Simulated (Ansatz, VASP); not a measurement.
**Ir3C: VASP beside Ansatz**

File INCAR:

```
SYSTEM = Ir3C
ALGO = Normal
DIPOL = 0.5 0.5 0.352
EDIFF = 1E-6
ENCUT = 520
IDIPOL = 3
ISIF = 2
ISMEAR = 0
ISPIN = 2
LASPH = .True.
LCHARG = .True.
LDIPOL = .True.
LELF = .True.
LMAXMIX = 4
LORBIT = 11
LREAL = .False.
LVACPOTAV = .True.
LVHAR = .True.
LWAVE = .False.
MAGMOM = 0 0 0 2
NBANDS = 28
NELM = 150
PREC = Accurate
SIGMA = 0.1
```

KPOINTS

```
k-points
0
Gamma
  12 12 1
  0 0 0
```

Contents of POSCAR:

```
Ir3C
1.0
    2.6946510889      0.0000000000      0.0000000000
   -1.3473255444      2.3336362973      0.0000000000
    0.0000000000      0.0000000000     21.2769546740
Ir C
3 1
Direct
    0.6666666667      0.3333333333      0.1879968286
    0.3333333333      0.6666666667      0.2885049938
    0.0000000000      0.0000000000      0.3890103072
    0.0000000000      0.0000000000      0.5408177463
```

Input for Ansatz:

```yaml
crystal:
  lattice:
    - [2.6946510889, 0.0, 0.0]
    - [-1.3473255444, 2.3336362973, 0.0]
    - [0.0, 0.0, 21.276954674]
  atoms:
    - { symbol: Ir, position: [0.6666666667, 0.3333333333, 0.1879968286] }
    - { symbol: Ir, position: [0.3333333333, 0.6666666667, 0.2885049938] }
    - { symbol: Ir, position: [0.0, 0.0, 0.3890103072] }
    - { symbol: C, position: [0.0, 0.0, 0.5408177463], spin: 2.0 }
basis:
  ecutwfc: 420
kpoints:
  mp_grid: { grid: [12, 12, 1] }
hamiltonian:
  xc: lda
  pseudopotentials: { kind: paw, azcp: { folder: soft_1 } }
scf:
  occupations: { method: gaussian, width: 0.1 }
output:
  forces: true
  eigenvalues: true
  populations: true
magnetization:
  spin_polarized: true
efield:
  axis: 3
  dipole_correction: true
  ramp_width: 0.04
```

Alike in both runs: task single point; functional LDA; k mesh 12 × 12 × 1; occupations gaussian, width 0.1 eV; collinear spin.

```csv
,VASP,Ansatz
version,VASP 6.6.1,Ansatz 0.2.0
potentials or method,"VASP PAW LDA potentials, release 64 (Ir, C), cutoff 520 eV","scalar-relativistic, plane waves, PAW"
valence electrons in the cell,31,55
```

```tsv
	VASP	Ansatz	Ansatz less VASP
gap on the k mesh at the Fermi level (eV)	none	none	-
rms of the force components (eV/Å)	0.387	0.360	-0.0273
net moment per atom (μB)	0.03	0.04	+0.007
size of the moment on the site where the two differ most (μB)	0.06	0.12	+0.058
work function, face that differs most (eV)	6.27	6.26	-0.003
```

Ansatz warns that its potentials were made for another functional, while VASP's fit it. LDA's correlation is that of Perdew and Zunger in VASP and of Perdew and Wang (1992) in Ansatz. Site moments also hang on the region over which each program counts them. Atom by atom the forces differ by 0.051 eV/Å (rms over components). A gap of «none» marks a metal or a gap that the smearing closes. VASP's potentials hold 31 valence electrons a cell and Ansatz's 55, so a difference there can come from the potentials and not from the codes. Ansatz's warnings: seeded moment not kept.

Neither program's run includes spin-orbit coupling.
